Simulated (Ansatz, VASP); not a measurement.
## One calculation of InSb, two programs

```
In Sb
1.0
     0.00000    3.26372    3.26372
     3.26372    0.00000    3.26372
     3.26372    3.26372    0.00000
In Sb
1 1
Direct
  0.00000 0.00000 0.00000
  0.25000 0.25000 0.25000
```

Alike in both runs: task single point; functional HSE06; k mesh 4 × 4 × 4; occupations fermi-dirac, width 0.05 eV; no spin polarisation.

|  | VASP | Ansatz |
| --- | --- | --- |
| version | VASP 6.6.1 | Ansatz 0.2.0 development build |
| potentials or method | VASP PAW PBE potentials, release 64 (In_d, Sb) | plane waves, PAW datasets (generated soft set 1) |
| plane-wave cutoff (eV) | 520 | 420 |
| valence electrons in the cell | 18 | 28 |

```tsv
	VASP	Ansatz	Ansatz less VASP
gap on the k mesh at the Fermi level (eV)	0.41	0.39	-0.025
```

VASP's potentials hold 18 valence electrons a cell and Ansatz's 28, so a difference there can come from the potentials and not from the codes.

Neither program's run includes spin-orbit coupling.
